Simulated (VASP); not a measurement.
# LuAl3N4: single point with PBE

The system is LuAl3N4.

```
CELL_PARAMETERS angstrom
3.20666 0.00000 0.00000
-1.60333 2.77705 0.00000
0.00000 0.00000 10.49709
ATOMIC_POSITIONS crystal
Lu 0.00000 0.00000 0.90268
Al 0.33333 0.66667 0.65451
Al 0.33333 0.66667 0.17832
Al 0.66667 0.33333 0.41685
N 0.33333 0.66667 0.47588
N 0.33333 0.66667 0.99987
N 0.66667 0.33333 0.23789
N 0.66667 0.33333 0.72049
```

```yaml
Program: VASP 6.6.1
Task: single point
Functional: PBE
Potentials_or_basis: VASP PAW PBE potentials, release 64 (Lu, Al, N_h)
Cutoff: 1330 eV
k_mesh: 4 × 4 × 2
Occupations: gaussian, width 0.15 eV
Spin: no spin polarisation
Dipole_correction: no
Further_INCAR_settings: ALGO = Normal; EDIFF = 1e-06; NBANDS = 37
```

```yaml
Pressure: 0.0 GPa
Largest_force: 0.172 eV/Å
Band_gap_on_the_k_mesh: 2.88 eV
```

Forces in eV/Å, atoms in the order of the input:
```
Lu   0.000  0.000 -0.135
Al   0.000  0.000 -0.012
Al   0.000  0.000 -0.010
Al   0.000  0.000 -0.011
N    0.000  0.000  0.008
N    0.000  0.000  0.172
N    0.000  0.000 -0.008
N    0.000  0.000 -0.004
```

Stress tensor (GPa, compression positive):
```
 0.11  0.00  0.00
 0.00  0.11  0.00
 0.00  0.00 -0.14
```

Levels at points of the mesh, in eV from the valence-band top:
| k point | band 24 | band 25 | band 26 | band 27 | band 28 | band 29 | band 30 | band 31 |
| --- | --- | --- | --- | --- | --- | --- | --- | --- |
| (0.00, 0.00, 0.00) | -0.50 | -0.48 | -0.20 | -0.20 | 3.04 | 4.39 | 5.48 | 6.09 |
| (0.50, 0.00, 0.00) | -1.21 | -1.18 | -1.11 | -0.03 | 3.04 | 4.34 | 4.86 | 6.22 |
| (0.00, 0.00, 0.50) | -0.46 | -0.46 | -0.22 | -0.22 | 3.30 | 4.56 | 5.06 | 6.09 |
| (0.50, 0.00, 0.50) | -1.49 | -1.25 | -0.93 | 0.00 | 2.88 | 4.53 | 5.01 | 5.83 |

Wall time 110 s on 1 thread of Intel(R) Xeon(R) 6975P-C (Granite Rapids), on a shared host, peak memory 0.53 GiB.

Caveat: the k points lie up to 0.57 Å⁻¹ apart; spin-orbit coupling is left out, which moves the levels of the heavy elements. A k mesh can miss the band edges.
